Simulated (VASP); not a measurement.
The system is SiC.

```
Si C
1.0
     3.21921    0.00000    0.00000
     0.00000    3.21921    0.00000
     0.00000    0.00000    4.06775
Si C
2 2
Direct
  0.00000 0.50000 0.23510
  0.50000 0.00000 0.76490
  0.00000 0.00000 0.00000
  0.50000 0.50000 0.00000
```

| Quantity | Value |
| --- | --- |
| Program | VASP 6.6.1 |
| Task | relaxation of cell and atoms |
| Functional | PBE |
| Potentials or basis | VASP PAW PBE potentials, release 64 (Si, C) |
| Cutoff | 600 eV |
| k mesh | 6 × 6 × 4 |
| Occupations | gaussian, width 0.1 eV |
| Spin | no spin polarisation |

At the start: pressure 33.5 GPa; volume 10.54 Å³/atom.

How do energy, volume and symmetry change on relaxing?

Over 14 steps the energy falls by 205.8 meV/atom and the volume is 11.69 Å³/atom (+10.9 %); space group P4/nmm (No. 129, to 0.05 Å).

Step by step:
```tsv
step	energy change (eV)	largest force (eV/Å)	pressure (GPa)	volume (Å³)
1	0.0000	3.0510	33.47	42.16
2	0.0756	2.1840	-19.33	57.05
3	-0.7619	0.0720	-1.23	48.51
4	-0.7630	0.1436	-0.45	48.29
5	-0.7630	0.1861	0.01	48.16
6	-0.7857	0.1853	-0.46	48.15
7	-0.8075	0.0467	-1.95	48.04
8	-0.8124	0.0101	-2.47	48.00
9	-0.8171	0.1309	0.59	46.73
10	-0.8194	0.0559	-0.57	47.19
11	-0.8214	0.1046	-0.10	46.96
12	-0.8220	0.1462	0.29	46.78
13	-0.8232	0.0432	-0.21	46.75
14	-0.8233	0.0064	-0.39	46.74
```

Final structure:
```
Si C
1.0
     3.25858    0.00000    0.00000
     0.00000    3.25858    0.00000
     0.00000    0.00000    4.40194
Si C
2 2
Cartesian
  0.0000 1.6293 1.1660
  1.6293 0.0000 3.2359
  0.0000 3.2586 0.0000
  1.6293 1.6293 0.0000
```

Caveat: the k points lie up to 0.36 Å⁻¹ apart in the final cell.
